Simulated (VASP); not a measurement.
Runs of VASP 6.6.1 on W. The structure is that of space group Fm-3m (No. 225), or close to it. The cells are those of the table. 

```tsv
cell	gap on the mesh (eV)	pressure (GPa)
a = 2.822 Å, angles 60.0°, 1 atom	none	7.6
a = 2.909 Å, angles 60.0°, 1 atom	none	-17.2
a = 2.880 Å, angles 60.0°, 1 atom	none	(b)
a = 2.852 Å, angles 60.0°, 1 atom	none	(a)
a = 2.936 Å, angles 60.0°, 1 atom	none	-23.3
```

Alike in all rows: task single point; level r2SCAN; potentials or basis VASP PAW PBE potentials, release 64 (W_sv); no spin polarisation; k mesh 10 × 10 × 10; cutoff (eV) 520; smearing methfessel-paxton 0.1 eV.

Task: Estimate the missing entries.

Result: (a) -1.7; (b) -10.0.

Caveats: the PAW data sets were made with another functional, which shifts forces and pressure a little; spin-orbit coupling is left out, which moves the levels of the heavy elements.

A k mesh can miss the band edges, and the runs leave out spin-orbit coupling on W.

A gap of «none» marks levels without a gap at the run's occupations.
